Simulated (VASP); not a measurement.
A run of VASP 6.6.1:

The input INCAR:

```
  PREC = Accurate
  ENCUT = 520
  EDIFF = 1E-7
  ISMEAR = -1
  SIGMA = 0.05
  LREAL = F
  LASPH = T
  NELM = 80
  ALGO = Normal
  ISIF = 2
  LWAVE = F
  LCHARG = F
  GGA = PS
  NBANDS = 35
```

File KPOINTS:

```
Automatic mesh
0
Gamma
  8 8 1
```

POSCAR

```
MoS2
1.0
    3.1845414560      0.0000000000      0.0000000000
   -1.5922707280      2.7578938003      0.0000000000
    0.0000000000      0.0000000000     21.4538293728
Mo S
2 4
Direct
    0.3333333333      0.6666666667      0.8511602300
    0.6666666667      0.3333333333      0.1488397700
    0.6666666667      0.3333333333      0.7796253900
    0.3333333333      0.6666666667      0.0772510000
    0.6666666667      0.3333333333      0.9227490000
    0.3333333333      0.6666666667      0.2203746100
```

Potentials or basis: VASP PAW PBE potentials, release 64 (Mo_sv, S).

Run with:

```sh
$ cat potpaw_PBE.64/Mo_sv/POTCAR potpaw_PBE.64/S/POTCAR > POTCAR
$ mpirun -np 1 vasp_std > vasp.out
```

Hardware: 1 thread of Intel Xeon 8259CL, with other jobs on the host.

**Question.** Estimate the wall time of this run.

**Answer.** Run time: 2.9 min on 1 thread of Intel Xeon 8259CL, with other jobs on the host, peak memory 0.31 GiB. Counts: scf iterations 23, k points 10.
